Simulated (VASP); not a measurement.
# Li16H16F (a cell with a defect) in VASP: further runs

Runs on Li16H16F (a cell with a defect). Level: PBE. Tasks: single point, relaxation of the atoms.

Program: VASP 6.6.1. These are calculated values, not measurements. Logs are shortened: lines on timing, memory, paths and dates and some standing lists are left out, and cuts for length are marked.

### 1 The cell of the first run

The cell holds a defect, 33 atoms: a = 6.941 Å, b = 6.941 Å, c = 6.941 Å, α = 109.47°, β = 109.47°, γ = 109.47°.

### 2 Single point, PBE

INCAR

```
  PREC = Accurate
  ENCUT = 520
  EDIFF = 1E-6
  ISMEAR = 0
  SIGMA = 0.01
  LREAL = Auto
  LASPH = T
  NELM = 100
  ALGO = Normal
  ISIF = 2
  LWAVE = F
  LCHARG = F
  GGA = PE
  NELECT = 72.0
  NBANDS = 58
```

KPOINTS

```
Automatic mesh
0
Gamma
  2 2 2
  0.5 0.5 0.5
```

POSCAR

```
Li16H16F
1.0
    4.0071000521     -4.0071000521     -4.0071000521
   -4.0071000521      4.0071000521     -4.0071000521
    4.0071000521      4.0071000521      4.0071000521
Li H F
16 16 1
Direct
    0.5071936354      0.2508277899      0.2500000000
    0.5071936354      0.0000000000      0.5008277899
    0.2508277899      0.5071936354      0.2500000000
    0.4928063646      0.7436341544      0.7428063646
    0.2573784663      0.2573784663      0.5073784663
    0.4928063646      0.4928063646     -0.0063658456
    0.2508277899      0.0000000000      0.7571936354
    0.0000000000      0.7426215337      0.2500000000
    0.0000000000      0.5071936354      0.5008277899
    0.2563658456      0.7491722101     -0.0008277899
    0.7426215337      1.0000000000      0.2500000000
    0.0000000000      0.2508277899      0.7571936354
    0.0000000000      0.0000000000     -0.0073784663
    0.7491722101      0.7491722101      0.5063658456
    0.7436341544      0.4928063646      0.7428063646
    0.7491722101      0.2563658456     -0.0008277899
    0.7654880763      0.2564555997      0.5064555997
    0.7435444003      0.0000000000      0.7590324766
    0.4909675234      0.4909675234      0.4845119237
    0.6741883670      0.6741883670     -0.0758116330
    0.4909675234      0.2345119237      0.7409675234
    0.7435444003      0.5090324766      0.2500000000
    0.5090324766      0.0000000000     -0.0064555997
    0.2564555997      0.7654880763      0.5064555997
    0.2345119237      0.4909675234      0.7409675234
    0.5090324766      0.7435444003      0.2500000000
    0.0000000000      0.0000000000      0.5758116330
    0.2564555997      0.2564555997      0.0154880763
    0.3258116330      0.0000000000      0.2500000000
    0.0000000000      0.7435444003      0.7590324766
    0.0000000000      0.5090324766     -0.0064555997
    0.0000000000      0.3258116330      0.2500000000
    0.0000000000      0.0000000000      0.2500000000
```

Potentials or basis: VASP PAW PBE potentials, release 64 (Li_sv, H, F).

Launch:

```bash
$ cat potpaw_PBE.64/Li_sv/POTCAR potpaw_PBE.64/H/POTCAR potpaw_PBE.64/F/POTCAR > POTCAR
$ mpirun -np 1 vasp_std > vasp.out
```

OUTCAR:

```text
PREC = Accurate
   ENCUT = 520
   EDIFF = 1E-6
   ISMEAR = 0
   LREAL = Auto
   LASPH = T
   NELM = 100
   ISIF = 2
   GGA = PE
   NELECT = 72.0

 ion  position               nearest neighbor table
   1  0.507  0.251  0.250-
   2  0.507  0.000  0.501-
   3  0.251  0.507  0.250-
   4  0.493  0.744  0.743-
   5  0.257  0.257  0.507-  33 1.79
   6  0.493  0.493  0.994-
   7  0.251  0.000  0.757-
   8  0.000  0.743  0.250-  33 1.79
   9  0.000  0.507  0.501-
  10  0.256  0.749  0.999-
  11  0.743  0.000  0.250-  33 1.79
  12  0.000  0.251  0.757-
  13  0.000  0.000  0.993-  33 1.79
  14  0.749  0.749  0.506-
  15  0.744  0.493  0.743-
  16  0.749  0.256  0.999-
  17  0.765  0.256  0.506-
  18  0.744  0.000  0.759-
  19  0.491  0.491  0.485-
[... 11 lines left out ...]
  31  0.000  0.509  0.994-
  32  0.000  0.326  0.250-
  33  0.000  0.000  0.250-   5 1.79   8 1.79  11 1.79  13 1.79

  LATTYP: Found a body centered cubic cell.
 ALAT       =     8.0142001042

  Lattice vectors:

 A1 = (   4.0071000521,  -4.0071000521,  -4.0071000521)
 A2 = (  -4.0071000521,   4.0071000521,  -4.0071000521)
 A3 = (   4.0071000521,   4.0071000521,   4.0071000521)

Analysis of symmetry for initial positions (statically):
=====================================================================
 Subroutine PRICEL returns:
 Original cell was already a primitive cell.

 Routine SETGRP: Setting up the symmetry group for a
 body centered cubic supercell.

 Subroutine GETGRP returns: Found 24 space group operations
 (whereof  6 operations were pure point group operations)
 out of a pool of 48 trial point group operations.

The static configuration has the point symmetry C_3v.
 The point group associated with its full space group is T_d .

Analysis of symmetry for dynamics (positions and initial velocities):
=====================================================================
 Subroutine PRICEL returns:
 Original cell was already a primitive cell.

 Routine SETGRP: Setting up the symmetry group for a
 body centered cubic supercell.

 Subroutine GETGRP returns: Found 24 space group operations
 (whereof  6 operations were pure point group operations)
 out of a pool of 48 trial point group operations.

The dynamic configuration has the point symmetry C_3v.
 The point group associated with its full space group is T_d .

 Subroutine INISYM returns: Found 24 space group operations
 (whereof  6 operations are pure point group operations),
 and found     1 'primitive' translations

----------------------------------------------------------------------------------------

                                     Primitive cell

  volume of cell :     257.3656

  direct lattice vectors                    reciprocal lattice vectors
     4.007100052 -4.007100052 -4.007100052     0.124778517  0.000000000 -0.124778517
    -4.007100052  4.007100052 -4.007100052     0.000000000  0.124778517 -0.124778517
     4.007100052  4.007100052  4.007100052     0.124778517  0.124778517  0.000000000

  length of vectors
     6.940500881  6.940500881  6.940500881     0.176463470  0.176463470  0.176463470

  position of ions in fractional coordinates (direct lattice)
     0.507193635  0.250827790  0.250000000
     0.507193635  0.000000000  0.500827790
     0.250827790  0.507193635  0.250000000
     0.492806365  0.743634154  0.742806365
     0.257378466  0.257378466  0.507378466
     0.492806365  0.492806365  0.993634154
[... 25 lines left out ...]
     0.000000000  0.325811633  0.250000000
     0.000000000  0.000000000  0.250000000

  ion indices of the primitive-cell ions
   primitive index   ion index
                 1           1
                 2           2
                 3           3
                 4           4
                 5           5
                 6           6
[... 25 lines left out ...]
                32          32
                33          33

----------------------------------------------------------------------------------------

 KPOINTS: Automatic mesh

Automatic generation of k-mesh.
[... 46 lines left out ...]
   IALGO  =     38    algorithm
   IMIX   =      4    mixing-type and parameters
     AMIX     =   0.40;   BMIX     =  1.00
     AMIX_MAG =   1.60;   BMIX_MAG =  1.00
  volume/ion in A,a.u.               =       7.80        52.63
  Fermi-wavevector in a.u.,A,eV,Ry     =   1.070702  2.023334 15.597771  1.146404
  Thomas-Fermi vector in A             =   2.206421
   LORBIT       =      0    0 simple, 1 ext, 2 COOP (PROOUT), +10 PAW based schemes
   GGA     = PE    functional components
   LHFCALC =     F    Hartree Fock is set to
   AEXX    =    0.0000 exact exchange contribution
   IVDW    =     0    specifies the selected vdW correction
   LEPSILON=     F    determine dielectric tensor
   LRPA    =     F    only Hartree local field effects (RPA)
 non-spin polarized calculation
 Gauss-broadening in eV      SIGMA  =   0.01
  energy-cutoff  :      520.00
  volume of cell :      257.37
 maximum number of plane-waves:      6927
 NGX is ok and might be reduce to    54
   NGX = 25   NGY = 25   NGZ = 25

 number of electron      71.9999989 magnetization

 Free energy of the ion-electron system (eV)
  ---------------------------------------------------
  ext. energy  EPLUGINS =         0.00000000
  ---------------------------------------------------
  free energy    TOTEN  =      -100.61552987 eV

  energy without entropy =     -100.61552987  energy(sigma->0) =     -100.61552987

 E-fermi :   0.5357     XC(G=0):  -8.7354

 val. band max:        0.3977018962   @ k =  -0.2500   0.2500   0.2500
 cond. band min:       3.7184835281   @ k =  -0.2500   0.2500   0.2500
 fundamental gap:      3.3207816319
 Fermi energy:         0.5357248483

 k-point     1 :       0.2500    0.2500    0.2500
  band No.  band energies     occupation
      1     -44.0746      2.00000
      2     -44.0547      2.00000
      3     -44.0547      2.00000
      4     -44.0547      2.00000
      5     -43.9490      2.00000
      6     -43.9490      2.00000
[... 40 lines left out ...]
     47       6.4601      0.00000
     48       6.9799      0.00000

 k-point     2 :      -0.2500    0.2500    0.2500
  band No.  band energies     occupation
      1     -44.0750      2.00000
      2     -44.0547      2.00000
      3     -44.0545      2.00000
      4     -44.0545      2.00000
      5     -43.9573      2.00000
      6     -43.9409      2.00000
[... 40 lines left out ...]
     47       6.6319      0.00000
     48       6.6923      0.00000
 [bands above 48 left out]

------------------------ aborting loop because EDIFF is reached ----------------------------------------

  FORCE on cell =-STRESS in cart. coord.  units (eV):
  Direction    XX          YY          ZZ          XY          YZ          ZX
  --------------------------------------------------------------------------------------
  -------------------------------------------------------------------------------------
  Total        9.7531500      9.7531500      9.7531500     -0.0000000      0.0000000      0.0000000
  in kB       60.7162496     60.7162496     60.7162496     -0.0000000      0.0000000      0.0000000
  external PRESSURE =      60.7162496 kB  Pullay stress =       0.0000000 kB

 VOLUME and BASIS-vectors are now :
 -----------------------------------------------------------------------------
  energy-cutoff  :      520.00
  volume of cell :      257.37
      direct lattice vectors                 reciprocal lattice vectors
     4.007100052 -4.007100052 -4.007100052     0.124778517  0.000000000 -0.124778517
    -4.007100052  4.007100052 -4.007100052     0.000000000  0.124778517 -0.124778517
     4.007100052  4.007100052  4.007100052     0.124778517  0.124778517  0.000000000

 POSITION                                       TOTAL-FORCE (eV/Angst)
 -----------------------------------------------------------------------------------
      2.02906     -0.02551     -2.03569        -0.010617      0.010617      0.012270
      4.03924     -0.02551     -0.02551        -0.012270      0.010617      0.010617
     -0.02551      2.02906     -2.03569         0.010617     -0.010617      0.012270
      1.97141      3.98159     -1.97804         0.012270      0.010617     -0.010617
      2.03312      2.03312     -0.02957         0.010380      0.010380     -0.010380
      3.98159      3.98159      0.03214         0.010617      0.010617     -0.012270
[... 25 lines left out ...]
     -0.30378      2.30733     -0.30378        -0.017335      0.017335     -0.017335
      1.00178      1.00178      1.00178        -0.000000      0.000000      0.000000
 -----------------------------------------------------------------------------------
    total drift:                                0.000008      0.000008     -0.000017

  FREE ENERGIE OF THE ION-ELECTRON SYSTEM (eV)
  ---------------------------------------------------
  free  energy   TOTEN  =      -100.6155298710 eV

  energy  without entropy=     -100.6155298710  energy(sigma->0) =     -100.61552987
```

Wall time 80 s (1 thread of Intel Xeon Platinum 8259CL at 2.50GHz (Skylake/Cascade Lake), shared host); peak memory 0.36 GiB.

What came out:

```yaml
Free_energy: -100.6155 eV
Largest_force: 0.030 eV/Å
```

Forces on the atoms (eV/Å):
```
Li  -0.011  0.011  0.012
Li  -0.012  0.011  0.011
Li   0.011 -0.011  0.012
Li   0.012  0.011 -0.011
Li   0.010  0.010 -0.010
Li   0.011  0.011 -0.012
Li  -0.012 -0.011 -0.011
Li   0.010 -0.010  0.010
Li   0.011 -0.012  0.011
Li  -0.011  0.012  0.011
Li  -0.010  0.010  0.010
Li  -0.011 -0.012 -0.011
Li  -0.010 -0.010 -0.010
Li  -0.011 -0.011 -0.012
Li   0.011  0.012 -0.011
Li   0.012 -0.011  0.011
H    0.002 -0.008 -0.002
H    0.008  0.002  0.002
H   -0.002 -0.002  0.008
H   -0.017 -0.017  0.017
H   -0.008 -0.002  0.002
H   -0.002  0.002 -0.008
H    0.008 -0.002 -0.002
H   -0.008  0.002 -0.002
H   -0.002 -0.008  0.002
H    0.002 -0.002 -0.008
H    0.017  0.017  0.017
H    0.002  0.002  0.008
H    0.017 -0.017 -0.017
H    0.002  0.008  0.002
H   -0.002  0.008 -0.002
H   -0.017  0.017 -0.017
F    0.000  0.000  0.000
```

Caveat: the k points lie up to 0.55 Å⁻¹ apart; the cell carries a net charge on a neutralising background, which shifts energy and pressure; the cell is charged against a uniform background, so pressure and absolute levels hang on convention; the cutoff is under 1.25 times the usual one of these potentials, so pressure, stress and relaxed cells hold a basis-set (Pulay) error.

### 3 Single point, PBE, collinear spin

INCAR

```
PREC = Accurate ; ENCUT = 520
EDIFF = 1E-7 ; ISMEAR = 0
SIGMA = 0.01 ; LREAL = Auto
LASPH = True ; NELM = 150
ALGO = Normal ; ISIF = 2
LWAVE = False ; LCHARG = True
ISPIN = 2 ; MAGMOM = 0 0 0 0 0.111 0 0 0.111 0 0 0.111 0 0.111 0 0 0 0 0 0 0.111 0 0 0 0 0 0 0.111 0 0.111 0 0 0.111 0.111
LORBIT = 11 ; GGA = PE
LELF = True ; LVHAR = True
NBANDS = 62
```

KPOINTS is that of step 2.

POSCAR

```
Li16H16F
1.0
    4.0071000521     -4.0071000521     -4.0071000521
   -4.0071000521      4.0071000521     -4.0071000521
    4.0071000521      4.0071000521      4.0071000521
Li H F
16 16 1
Direct
    0.5094732608      0.2531120578      0.2500000000
    0.5094732608      0.0000000000      0.5031120578
    0.2531120578      0.5094732608      0.2500000000
    0.4905267392      0.7436387969      0.7405267392
    0.2576241794      0.2576241794      0.5076241794
    0.4905267392      0.4905267392     -0.0063612031
    0.2531120578      0.0000000000      0.7594732608
    0.0000000000      0.7423758206      0.2500000000
    0.0000000000      0.5094732608      0.5031120578
    0.2563612031      0.7468879422     -0.0031120578
    0.7423758206      1.0000000000      0.2500000000
    0.0000000000      0.2531120578      0.7594732608
    0.0000000000      0.0000000000     -0.0076241794
    0.7468879422      0.7468879422      0.5063612031
    0.7436387969      0.4905267392      0.7405267392
    0.7468879422      0.2563612031     -0.0031120578
    0.7632727913      0.2562947387      0.5062947387
    0.7437052613      0.0000000000      0.7569780527
    0.4930219473      0.4930219473      0.4867272087
    0.6722894983      0.6722894983     -0.0777105017
    0.4930219473      0.2367272087      0.7430219473
    0.7437052613      0.5069780527      0.2500000000
    0.5069780527      0.0000000000     -0.0062947387
    0.2562947387      0.7632727913      0.5062947387
    0.2367272087      0.4930219473      0.7430219473
    0.5069780527      0.7437052613      0.2500000000
    0.0000000000      0.0000000000      0.5777105017
    0.2562947387      0.2562947387      0.0132727913
    0.3277105017      0.0000000000      0.2500000000
    0.0000000000      0.7437052613      0.7569780527
    0.0000000000      0.5069780527     -0.0062947387
    0.0000000000      0.3277105017      0.2500000000
    0.0000000000      0.0000000000      0.2500000000
```

Potentials or basis: VASP PAW PBE potentials, release 64 (Li_sv, H, F).

Launch:

```bash
$ cat potpaw_PBE.64/Li_sv/POTCAR potpaw_PBE.64/H/POTCAR potpaw_PBE.64/F/POTCAR > POTCAR
$ mpirun -np 1 vasp_std > vasp.out
```

Run time: 3.3 min. Hardware: 1 thread of Intel Xeon Platinum 8259CL at 2.50GHz (Skylake/Cascade Lake), shared host; peak memory 0.51 GiB.

It converged, with:

* Free energy: -101.0484 eV
* Largest force: 0.052 eV/Å
* Band gap on the k mesh: zero (filled and empty bands overlap)
* Net moment: 1.00 μB per cell
* Site moments: Li +0.00; H +0.02, +0.05; F +0.03 μB
* Valence electrons inside the program's atomic spheres: Li 2.09, 2.08; H 0.54, 0.55; F 6.17

Forces in eV/Å, atoms in the order of the input:
```
Li  -0.011  0.011 -0.003
Li   0.003  0.011  0.011
Li   0.011 -0.011 -0.003
Li  -0.003  0.011 -0.011
Li   0.030  0.030 -0.030
Li   0.011  0.011  0.003
Li   0.003 -0.011 -0.011
Li   0.030 -0.030  0.030
Li   0.011  0.003  0.011
Li  -0.011 -0.003  0.011
Li  -0.030  0.030  0.030
Li  -0.011  0.003 -0.011
Li  -0.030 -0.030 -0.030
Li  -0.011 -0.011  0.003
Li   0.011 -0.003 -0.011
Li  -0.003 -0.011  0.011
H    0.005 -0.010 -0.005
H    0.010  0.005  0.005
H   -0.005 -0.005  0.010
H    0.004  0.004 -0.004
H   -0.010 -0.005  0.005
H   -0.005  0.005 -0.010
H    0.010 -0.005 -0.005
H   -0.010  0.005 -0.005
H   -0.005 -0.010  0.005
H    0.005 -0.005 -0.010
H   -0.004 -0.004 -0.004
H    0.005  0.005  0.010
H   -0.004  0.004  0.004
H    0.005  0.010  0.005
H   -0.005  0.010 -0.005
H    0.004 -0.004  0.004
F    0.000  0.000  0.000
```

Levels at points of the mesh, in eV from the Fermi level:
Spin up:
| k point | band 34 | band 35 | band 36 | band 37 | band 38 | band 39 |
| --- | --- | --- | --- | --- | --- | --- |
| (0.25, 0.25, 0.25) | -1.21 | -1.21 | -0.77 | 5.01 | 5.01 | 5.01 |
Spin down:
| k point | band 33 | band 34 | band 35 | band 36 | band 37 | band 38 |
| --- | --- | --- | --- | --- | --- | --- |
| (0.25, 0.25, 0.25) | -0.98 | -0.98 | -0.98 | -0.52 | 5.05 | 5.05 |

Caveat: the k points lie up to 0.55 Å⁻¹ apart; the cutoff is under 1.25 times the usual one of these potentials, so pressure, stress and relaxed cells hold a basis-set (Pulay) error.

### 4 Relaxation of the atoms, PBE

INCAR

```
PREC = Accurate
ENCUT = 520
EDIFF = 1E-7
ISMEAR = 0
SIGMA = 0.01
LREAL = Auto
LASPH = T
NELM = 60
ALGO = Normal
ISIF = 2
LWAVE = F
LCHARG = F
GGA = PE
IBRION = 2
NSW = 65
EDIFFG = -0.025
NELECT = 72.0
```

KPOINTS is that of step 3.

POSCAR is that of step 3.

Launch:

```bash
$ cat potpaw_PBE.64/Li_sv/POTCAR potpaw_PBE.64/H/POTCAR potpaw_PBE.64/F/POTCAR > POTCAR
$ mpirun -np 1 vasp_std > vasp.out
```

Wall time 2.9 min (1 thread of Intel Xeon Platinum 8259CL at 2.50GHz (Skylake/Cascade Lake), shared host); peak memory 0.42 GiB.

The run converged. Its results:

- Free energy: -100.6154 eV
- Energy gained by relaxing: 0.5 meV/atom
- Ionic steps: 3
- Largest force after relaxing: 0.024 eV/Å

Forces in eV/Å, atoms in the order of the input:
```
Li  -0.013  0.013 -0.005
Li   0.005  0.013  0.013
Li   0.013 -0.013 -0.005
Li  -0.005  0.013 -0.013
Li   0.003  0.003 -0.003
Li   0.013  0.013  0.005
Li   0.005 -0.013 -0.013
Li   0.003 -0.003  0.003
Li   0.013  0.005  0.013
Li  -0.013 -0.005  0.013
Li  -0.003  0.003  0.003
Li  -0.013  0.005 -0.013
Li  -0.003 -0.003 -0.003
Li  -0.013 -0.013  0.005
Li   0.013 -0.005 -0.013
Li  -0.005 -0.013  0.013
H    0.009 -0.021 -0.009
H    0.021  0.009  0.009
H   -0.009 -0.009  0.021
H    0.013  0.013 -0.013
H   -0.021 -0.009  0.009
H   -0.009  0.009 -0.021
H    0.021 -0.009 -0.009
H   -0.021  0.009 -0.009
H   -0.009 -0.021  0.009
H    0.009 -0.009 -0.021
H   -0.013 -0.013 -0.013
H    0.009  0.009  0.021
H   -0.013  0.013  0.013
H    0.009  0.021  0.009
H   -0.009  0.021 -0.009
H    0.013 -0.013  0.013
F    0.000  0.000  0.000
```

Step by step:
| step | energy change (eV) | largest force (eV/Å) | pressure (GPa) |
| --- | --- | --- | --- |
| 1 | 0.0000 | 0.1028 | 6.00 |
| 2 | -0.0073 | 0.0751 | 6.01 |
| 3 | -0.0173 | 0.0243 | 6.07 |

Final structure:
```xyz
33
Lattice="4.0071 -4.0071 -4.0071 -4.0071 4.0071 -4.0071 4.0071 4.0071 4.0071" Properties=species:S:1:pos:R:3 pbc="T T T"
Li    2.0285   -0.0250   -2.0342
Li    4.0377   -0.0250   -0.0250
Li   -0.0250    2.0285   -2.0342
Li    1.9729    3.9821   -1.9786
Li    2.0355    2.0355   -0.0320
Li    3.9821    3.9821    0.0306
Li    4.0377    2.0285    2.0285
Li   -1.9716    3.9751   -1.9716
Li   -0.0250    4.0377   -0.0250
Li    2.0285    5.9800   -0.0250
Li    3.9751   -1.9716   -1.9716
Li    2.0285    4.0377    2.0285
Li    3.9751    3.9751    3.9751
Li    2.0285    2.0285   -3.9765
Li    3.9821    1.9729   -1.9786
Li    5.9800    2.0285   -0.0250
H     4.0681   -0.0071   -2.0646
H     6.0177    0.0610    0.0610
H     1.9425    1.9425   -1.9965
H     3.6957    3.6957   -1.6922
H     4.0000    1.9425    0.0610
H     1.9425    0.0610   -4.0142
H     6.0177    1.9425    1.9425
H    -0.0071    4.0681   -2.0646
H     1.9425    4.0000    0.0610
H     0.0610    1.9425   -4.0142
H     2.3149    2.3149    2.3149
H     0.0610    0.0610   -1.9965
H     2.3149   -0.3114   -0.3114
H     0.0610    6.0177    0.0610
H     1.9425    6.0177    1.9425
H    -0.3114    2.3149   -0.3114
F     1.0018    1.0018    1.0018
```

Levels at points of the mesh, in eV from the Fermi level:
```
           k point  band 34  band 35  band 36  band 37  band 38  band 39
(0.25, 0.25, 0.25)    -1.07    -1.07    -0.62     4.92     4.92     4.92
```

Caveat: the k points lie up to 0.55 Å⁻¹ apart; the cell carries a net charge on a neutralising background, which shifts energy and pressure; the cell is charged against a uniform background, so pressure and absolute levels hang on convention; the cutoff is under 1.25 times the usual one of these potentials, so pressure, stress and relaxed cells hold a basis-set (Pulay) error.
